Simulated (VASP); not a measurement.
# Au (P6_3/mmc) in VASP: further runs

The runs below take Au through single point, with PBE.

All numbers are computed with VASP 6.6.1; they aren't measurements. Logs are shortened: lines on timing, memory, paths and dates and some standing lists are left out, and cuts for length are marked.

## (1) The cell of the first run

The structure is hexagonal, space group P6_3/mmc (No. 194). The conventional cell has a = 2.900 Å, b = 2.900 Å, c = 4.880 Å, α = 90.00°, β = 90.00°, γ = 120.00°. Within 3.8 Å of Au (site symmetry -6m2) lie 12 Au at 2.90 to 2.96 Å.

This isn't the form of Au at room conditions, which is fcc.

## (2) Single point, PBE

INCAR

```
PREC = Accurate
ENCUT = 520
EDIFF = 1E-6
ISMEAR = 0
SIGMA = 0.15
LREAL = False
LASPH = True
NELM = 80
ALGO = Fast
ISIF = 2
LWAVE = False
LCHARG = False
GGA = PE
NBANDS = 18
```

KPOINTS

```
regular mesh
0
Gamma
  18 18 10
```

POSCAR

```
Au
1.0
    2.8999984104      0.0000000000      0.0000000000
   -1.4499992052      2.5114722944      0.0000000000
    0.0000000000      0.0000000000      4.8800000000
Au
2
Direct
    0.3333333333      0.6666666667      0.7500000000
    0.6666666667      0.3333333333      0.2500000000
```

Potentials or basis: VASP PAW PBE potentials, release 64 (Au).

The run is started by

```console
> cat potpaw_PBE.64/Au/POTCAR > POTCAR
> mpirun -np 1 vasp_std > vasp.out
```

OUTCAR:

```text
PREC = Accurate
   ENCUT = 520
   EDIFF = 1E-6
   ISMEAR = 0
   LREAL = False
   LASPH = True
   NELM = 80
   ISIF = 2
   GGA = PE

 ion  position               nearest neighbor table
   1  0.333  0.667  0.750-   2 2.96   2 2.96   2 2.96   2 2.96   2 2.96   2 2.96
   2  0.667  0.333  0.250-   1 2.96   1 2.96   1 2.96   1 2.96   1 2.96   1 2.96

  LATTYP: Found a hexagonal cell.
 ALAT       =     2.8999984104
 C/A-ratio  =     1.6827595431

  Lattice vectors:

 A1 = (   2.8999984104,   0.0000000000,   0.0000000000)
 A2 = (  -1.4499992052,   2.5114722944,   0.0000000000)
 A3 = (   0.0000000000,   0.0000000000,   4.8800000000)

Analysis of symmetry for initial positions (statically):
=====================================================================
 Subroutine PRICEL returns:
 Original cell was already a primitive cell.

 Routine SETGRP: Setting up the symmetry group for a
 hexagonal supercell.

 Subroutine GETGRP returns: Found 24 space group operations
 (whereof 12 operations were pure point group operations)
 out of a pool of 24 trial point group operations.

The static configuration has the point symmetry D_3d.
 The point group associated with its full space group is D_6h.

Analysis of symmetry for dynamics (positions and initial velocities):
=====================================================================
 Subroutine PRICEL returns:
 Original cell was already a primitive cell.

 Routine SETGRP: Setting up the symmetry group for a
 hexagonal supercell.

 Subroutine GETGRP returns: Found 24 space group operations
 (whereof 12 operations were pure point group operations)
 out of a pool of 24 trial point group operations.

The dynamic configuration has the point symmetry D_3d.
 The point group associated with its full space group is D_6h.

 Subroutine INISYM returns: Found 24 space group operations
 (whereof 12 operations are pure point group operations),
 and found     1 'primitive' translations

----------------------------------------------------------------------------------------

                                     Primitive cell

  volume of cell :      35.5423

  direct lattice vectors                    reciprocal lattice vectors
     2.899998410  0.000000000  0.000000000     0.344827775  0.199086409  0.000000000
    -1.449999205  2.511472294  0.000000000     0.000000000  0.398172818  0.000000000
     0.000000000  0.000000000  4.880000000     0.000000000  0.000000000  0.204918033

  length of vectors
     2.899998410  2.899998410  4.880000000     0.398172818  0.398172818  0.204918033

  position of ions in fractional coordinates (direct lattice)
     0.333333333  0.666666667  0.750000000
     0.666666667  0.333333333  0.250000000

  ion indices of the primitive-cell ions
   primitive index   ion index
                 1           1
                 2           2

----------------------------------------------------------------------------------------

 KPOINTS: regular mesh

Automatic generation of k-mesh.
 Grid dimensions read from file:
 generate k-points for:   18   18   10

 Generating k-lattice:

  Cartesian coordinates                     Fractional coordinates (reciprocal lattice)
     0.019157099  0.011060356  0.000000000     0.055555556  0.000000000  0.000000000
     0.000000000  0.022120712  0.000000000     0.000000000  0.055555556  0.000000000
     0.000000000  0.000000000  0.020491803     0.000000000  0.000000000  0.100000000

  Length of vectors
     0.022120712  0.022120712  0.020491803

  Shift w.r.t. Gamma in fractional coordinates (k-lattice)
     0.000000000  0.000000000  0.000000000

 Subroutine IBZKPT returns following result:
 ===========================================

 Found    222 irreducible k-points:

 Following reciprocal coordinates:
            Coordinates               Weight
  0.000000  0.000000  0.000000      1.000000
  0.055556  0.000000  0.000000      6.000000
  0.111111  0.000000  0.000000      6.000000
  0.166667  0.000000  0.000000      6.000000
  0.222222 -0.000000  0.000000      6.000000
  0.277778 -0.000000  0.000000      6.000000
[... 16 lines left out ...]
  0.333333  0.111111  0.000000     12.000000
  0.388889  0.111111  0.000000     12.000000
 [... further k-points ...]
   k-points           NKPTS =    222   k-points in BZ     NKDIM =    222   number of bands    NBANDS=     18
   number of dos      NEDOS =    301   number of ions     NIONS =      2
   total plane-waves  NPLWV =  20736
   dimension x,y,z NGX =    24 NGY =   24 NGZ =   36
   dimension x,y,z NGXF=    48 NGYF=   48 NGZF=   72
   ions per type =               2
   NGX,Y,Z   is equivalent  to a cutoff of  13.76, 13.76, 12.26 a.u.
   NGXF,Y,Z  is equivalent  to a cutoff of  27.52, 27.52, 24.53 a.u.
 SYSTEM =  unknown system
   PREC   = accura    normal or accurate (medium, high low for compatibility)
   ISTART =      0    job   : 0-new  1-cont  2-samecut
   ICHARG =      2    charge: 1-file 2-atom 10-const
   ISPIN  =      1    spin polarized calculation?
   LNONCOLLINEAR =      F non collinear calculations
   LSORBIT =      F    spin-orbit coupling
   LASPH  =      T    aspherical Exc in radial PAW
   ENCUT  =  520.0 eV  38.22 Ry    6.18 a.u.   5.39  5.39  9.07*2*pi/ulx,y,z
   NELM   =     80;   NELMIN=  2; NELMDL= -5     # of ELM steps
   EDIFF  = 0.1E-05   stopping-criterion for ELM
   LREAL  =      F    real-space projection
   EDIFFG = 0.1E-04   stopping-criterion for IOM
   NSW    =      0    number of steps for IOM
   IBRION =     -1    ionic relax: 0-MD 1-quasi-New 2-CG
   NFREE  =      0    steps in history (QN), initial steepest desc. (CG)
   ISIF   =      2    stress and relaxation
   ISYM   =      2    0-nonsym 1-usesym 2-fastsym
   POTIM  = 0.5000    time-step for ionic-motion
   TEBEG  =    0.0;   TEEND  =   0.0 temperature during run
   PSTRESS=    0.0 pullay stress
   NELECT =      22.0000    total number of electrons
   NUPDOWN=      -1.0000    fix difference up-down
   EMIN   =  10.00;   EMAX   =-10.00  energy-range for DOS
   EFERMI =   0.00;   METHOD = LEGACY
   ISMEAR =     0;   SIGMA  =   0.15  broadening in eV -4-tet -1-fermi 0-gaus
   EFERMI_NEDOS =   21; number of points for ismear=-14 and -15
   IALGO  =     68    algorithm
   IMIX   =      4    mixing-type and parameters
     AMIX     =   0.40;   BMIX     =  1.00
     AMIX_MAG =   1.60;   BMIX_MAG =  1.00
  volume/ion in A,a.u.               =      17.77       119.93
  Fermi-wavevector in a.u.,A,eV,Ry     =   1.395191  2.636529 26.484537  1.946559
  Thomas-Fermi vector in A             =   2.518667
   LORBIT       =      0    0 simple, 1 ext, 2 COOP (PROOUT), +10 PAW based schemes
   GGA     = PE    functional components
   LHFCALC =     F    Hartree Fock is set to
   AEXX    =    0.0000 exact exchange contribution
   IVDW    =     0    specifies the selected vdW correction
   LEPSILON=     F    determine dielectric tensor
   LRPA    =     F    only Hartree local field effects (RPA)
 non-spin polarized calculation
 RMM-DIIS sequential band-by-band and
 Gauss-broadening in eV      SIGMA  =   0.15
  energy-cutoff  :      520.00
  volume of cell :       35.54
 maximum number of plane-waves:       984
 NGX is ok and might be reduce to    24
   NGX = 11   NGY = 11   NGZ = 19

 number of electron      22.0000001 magnetization

 Free energy of the ion-electron system (eV)
  ---------------------------------------------------
  ext. energy  EPLUGINS =         0.00000000
  ---------------------------------------------------
  free energy    TOTEN  =        -6.42608300 eV

  energy without entropy =       -6.41626329  energy(sigma->0) =       -6.42117315

 E-fermi :   8.7619     XC(G=0): -12.4656

 val. band max:        8.7571537844   @ k =   0.4444  -0.0000   0.5000
 cond. band min:       8.7783717764   @ k =   0.4444   0.0556   0.3000
 fundamental gap:      0.0212179920
 Fermi energy:         8.7619419112

 k-point     1 :       0.0000    0.0000    0.0000
  band No.  band energies     occupation
      1      -0.6309      2.00000
      2       1.7576      2.00000
      3       4.1398      2.00000
      4       4.4134      2.00000
      5       4.4134      2.00000
      6       4.6999      2.00000
[... 10 lines left out ...]
     17      26.9116      0.00000
     18      26.9116      0.00000

 k-point     2 :       0.0556    0.0000    0.0000
  band No.  band energies     occupation
      1      -0.5359      2.00000
      2       1.8362      2.00000
      3       4.1113      2.00000
      4       4.4356      2.00000
      5       4.4753      2.00000
      6       4.6664      2.00000
[... 10 lines left out ...]
     17      26.3646      0.00000
     18      26.5013      0.00000

 k-point     3 :       0.1111    0.0000    0.0000
  band No.  band energies     occupation
      1      -0.2567      2.00000
      2       2.0574      2.00000
      3       4.0162      2.00000
      4       4.4897      2.00000
      5       4.6178      2.00000
      6       4.6574      2.00000
[... 10 lines left out ...]
     17      25.2509      0.00000
     18      26.6287      0.00000

 k-point     4 :       0.1667    0.0000    0.0000
  band No.  band energies     occupation
      1       0.1862      2.00000
      2       2.3646      2.00000
      3       3.8983      2.00000
      4       4.3941      2.00000
      5       4.5935      2.00000
      6       4.7880      2.00000
[... 375 lines left out ...]
      4       4.0303      2.00000
      5       4.4049      2.00000
      6       4.4920      2.00000
[... 10 lines left out ...]
     17      22.5254      0.00000
     18      24.2545      0.00000

 k-point    23 :       0.3333    0.1111    0.0000
  band No.  band energies     occupation
      1       2.4028      2.00000
      2       2.6528      2.00000
      3       3.0249      2.00000
      4       4.3572      2.00000
      5       4.3950      2.00000
      6       4.7299      2.00000
[... 10 lines left out ...]
     17      21.5378      0.00000
     18      23.6729      0.00000

 k-point    24 :       0.3889    0.1111    0.0000
  band No.  band energies     occupation
      1       2.5055      2.00000
      2       2.5595      2.00000
      3       2.8798      2.00000
      4       4.3537      2.00000
      5       4.6185      2.00000
      6       4.7395      2.00000
[... 10 lines left out ...]
     17      20.6835      0.00000
     18      23.3312      0.00000

 [... further k-points ...]

------------------------ aborting loop because EDIFF is reached ----------------------------------------

  FORCE on cell =-STRESS in cart. coord.  units (eV):
  Direction    XX          YY          ZZ          XY          YZ          ZX
  --------------------------------------------------------------------------------------
  -------------------------------------------------------------------------------------
  Total        0.4179592      0.4179592      0.3484158      0.0000000     -0.0000000      0.0000000
  in kB       18.8407631     18.8407631     15.7058877      0.0000000     -0.0000000      0.0000000
  external PRESSURE =      17.7958046 kB  Pullay stress =       0.0000000 kB

 VOLUME and BASIS-vectors are now :
 -----------------------------------------------------------------------------
  energy-cutoff  :      520.00
  volume of cell :       35.54
      direct lattice vectors                 reciprocal lattice vectors
     2.899998410  0.000000000  0.000000000     0.344827775  0.199086409  0.000000000
    -1.449999205  2.511472294  0.000000000     0.000000000  0.398172818  0.000000000
     0.000000000  0.000000000  4.880000000     0.000000000  0.000000000  0.204918033

 POSITION                                       TOTAL-FORCE (eV/Angst)
 -----------------------------------------------------------------------------------
     -0.00000      1.67431      3.66000         0.000000     -0.000000      0.000000
      1.45000      0.83716      1.22000        -0.000000      0.000000      0.000000
 -----------------------------------------------------------------------------------
    total drift:                               -0.000000      0.000000     -0.000000

  FREE ENERGIE OF THE ION-ELECTRON SYSTEM (eV)
  ---------------------------------------------------
  free  energy   TOTEN  =        -6.4260830048 eV

  energy  without entropy=       -6.4162632935  energy(sigma->0) =       -6.42117315
```

Wall time 3.1 min (1 thread of AMD EPYC 7R13, shared host); peak memory 0.21 GiB.

Results:

```
Free energy            : -6.4261 eV
Pressure               : 1.8 GPa
Band gap on the k mesh : zero (bands 11 and 12 overlap by 6.68 eV)
```

Caveat: spin-orbit coupling is left out, which moves the levels of the heavy elements.

[end of part 1 of 2]
